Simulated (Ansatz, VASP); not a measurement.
Mo2H3 in VASP and in Ansatz

The input INCAR:

```
PREC     = Accurate       # precision mode
ENCUT    = 520            # plane-wave cutoff, eV
EDIFF    = 1E-6           # SCF threshold, eV
ISMEAR   = 0              # smearing method
SIGMA    = 0.1            # smearing width, eV
LREAL    = F              # projectors in reciprocal space
LASPH    = T              # aspherical terms in the spheres
NELM     = 60             # most SCF steps
ALGO     = Normal         # electronic algorithm
ISIF     = 2              # what is computed and relaxed
LWAVE    = F              # write WAVECAR
LCHARG   = F              # write CHGCAR
GGA      = PE             # functional
NBANDS   = 24             # bands
```

Contents of KPOINTS:

```
regular mesh
0
Gamma
  6 6 4
```

File POSCAR:

```
Mo2H3
1.0
    3.4928938400      0.0000000000      0.0000000000
   -1.7464469200      3.0249348000      0.0000000000
    0.0000000000      0.0000000000      6.0245199400
H Mo
3 2
Direct
    0.5000000000      0.0000000000      0.0524413200
    0.0000000000      0.5000000000      0.0524413200
    0.5000000000      0.5000000000      0.0524413200
    0.0000000000      0.0000000000      0.9030306700
    0.0000000000      0.0000000000      0.4828273300
```

Input for Ansatz:

```yaml
crystal:
  lattice:
    - [3.49289384, 0.0, 0.0]
    - [-1.74644692, 3.0249348, 0.0]
    - [0.0, 0.0, 6.02451994]
  atoms:
    - { symbol: H, position: [0.5, 0.0, 0.05244132] }
    - { symbol: H, position: [0.0, 0.5, 0.05244132] }
    - { symbol: H, position: [0.5, 0.5, 0.05244132] }
    - { symbol: Mo, position: [0.0, 0.0, 0.90303067] }
    - { symbol: Mo, position: [0.0, 0.0, 0.48282733] }
basis:
  ecutwfc: 420
kpoints:
  mp_grid: { grid: [6, 6, 4] }
hamiltonian:
  xc: pbe
scf:
  occupations: { method: gaussian, width: 0.1 }
  lower_state_search: "off"
output:
  forces: true
  stress: true
  eigenvalues: true
```

Alike in both runs: task single point; functional PBE; k mesh 6 × 6 × 4; occupations gaussian, width 0.1 eV; no spin polarisation.

|  | VASP | Ansatz |
| --- | --- | --- |
| version | VASP 6.6.1 | Ansatz 0.2.0 |
| potentials or method | VASP PAW PBE potentials, release 64 (H, Mo_sv), cutoff 520 eV | scalar-relativistic, plane waves, PAW |
| valence electrons in the cell | 31 | 31 |

|  | VASP | Ansatz | Ansatz less VASP |
| --- | --- | --- | --- |
| gap on the k mesh at the Fermi level (eV) | none | none | - |
| pressure (GPa) | -23.7 | -23.7 | -0.03 |
| traceless stress, the component that is largest in VASP (GPa) | -6.66 | -6.75 | -0.085 |
| rms of the force components (eV/Å) | 0.753 | 0.759 | +0.0060 |

Atom by atom the forces differ by 0.007 eV/Å (rms over components). A gap of «none» marks a metal or a gap that the smearing closes.
